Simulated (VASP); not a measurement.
# C: single point with PBE

Crystal: C.

```
CELL_PARAMETERS angstrom
0.00000 2.08358 3.27965
1.20293 0.00000 3.27965
1.20293 2.08358 0.00000
ATOMIC_POSITIONS crystal
C 0.16667 0.83333 0.16667
C 0.83333 0.16667 0.83333
```

```yaml
Program: VASP 6.6.1
Task: single point
Functional: PBE
Potentials_or_basis: VASP PAW PBE potentials, release 64 (C)
Cutoff: 520 eV
k_mesh: 18 × 18 × 18
Occupations: fermi-dirac, width 0.05 eV
Spin: no spin polarisation
Dipole_correction: no
Further_INCAR_settings: ALGO = Normal; EDIFF = 1e-07; NBANDS = 11
```

| Quantity | Value |
| --- | --- |
| Pressure | 25.1 GPa |
| Largest force | 0.004 eV/Å |

Forces in eV/Å, atoms in the order of the input:
```
C    0.000  0.004  0.000
C    0.000 -0.004  0.000
```

Stress tensor (GPa, compression positive):
```
35.56  0.00  0.00
 0.00 34.94  0.00
 0.00  0.00  4.91
```

It took 2.2 min on 1 thread of Intel(R) Xeon(R) Platinum 8488C (Sapphire Rapids), on a shared host, peak memory 0.24 GiB.

Caveat: the cell stands under pressure; this functional lacks dispersion, which binds the layers, so the pressure and a relaxed spacing across them are unreliable.
